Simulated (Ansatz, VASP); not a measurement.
# One calculation of ZnS, two programs

INCAR

```
SYSTEM = ZnS
PREC = Accurate
ENCUT = 520
EDIFF = 1E-6
ISMEAR = 0
SIGMA = 0.05
LREAL = .FALSE.
LASPH = .TRUE.
NELM = 60
ALGO = Normal
ISIF = 2
LWAVE = .FALSE.
LCHARG = .FALSE.
GGA = PS
NBANDS = 16
```

Contents of KPOINTS:

```
regular mesh
0
G
  10 10 10
  0 0 0
```

POSCAR

```
ZnS
1.0
    0.0000000000      2.6782590749      2.5778243596
    2.6782590749      0.0000000000      2.5778243596
    2.6782590749      2.6782590749      0.0000000000
Zn S
1 1
Direct
    0.0000000000      0.0000000000      0.0000000000
    0.7500000000      0.7500000000      0.7500000000
```

Input for Ansatz:

```yaml
crystal:
  lattice:
    - [0.0, 2.6782590749, 2.5778243596]
    - [2.6782590749, 0.0, 2.5778243596]
    - [2.6782590749, 2.6782590749, 0.0]
  atoms:
    - { symbol: Zn, position: [0.0, 0.0, 0.0] }
    - { symbol: S, position: [0.75, 0.75, 0.75] }
basis:
  ecutwfc: 420
kpoints:
  mp_grid: { grid: [10, 10, 10] }
hamiltonian:
  xc: pbesol
scf:
  occupations: { method: gaussian, width: 0.05 }
output:
  forces: true
  stress: true
  eigenvalues: true
  write_density: true
  write_potential: true
  elf: true
  volumetric_format: npy
```

Change from the starting cell: strain -0.0375 x Voigt [0, 0, 1, 0, 0, 0], atoms carried along.

Alike in both runs: task single point; functional PBEsol; k mesh 10 × 10 × 10; occupations gaussian, width 0.05 eV; no spin polarisation.

|  | VASP | Ansatz |
| --- | --- | --- |
| version | VASP 6.6.1 | Ansatz 0.2.0 |
| potentials or method | VASP PAW PBE potentials, release 64 (Zn, S), cutoff 520 eV | scalar-relativistic, plane waves, PAW |
| valence electrons in the cell | 18 | 18 |

VASP gave:

```
gap on the k mesh at the Fermi level (eV)                     : 2.17
least direct gap on the mesh (eV)                             : 2.17
pressure (GPa)                                                : 3.4
traceless stress, the component that is largest in VASP (GPa) : 0.94
```

Q: What did Ansatz give for the same quantities?

A: gap on the k mesh at the Fermi level (eV): 2.16; least direct gap on the mesh (eV): 2.16; pressure (GPa): 3.2; traceless stress, the component that is largest in VASP (GPa): 0.95.

VASP's potentials were made for PBE, not for PBEsol. With one functional, cell and mesh, what is left measures potentials, basis and numerics.
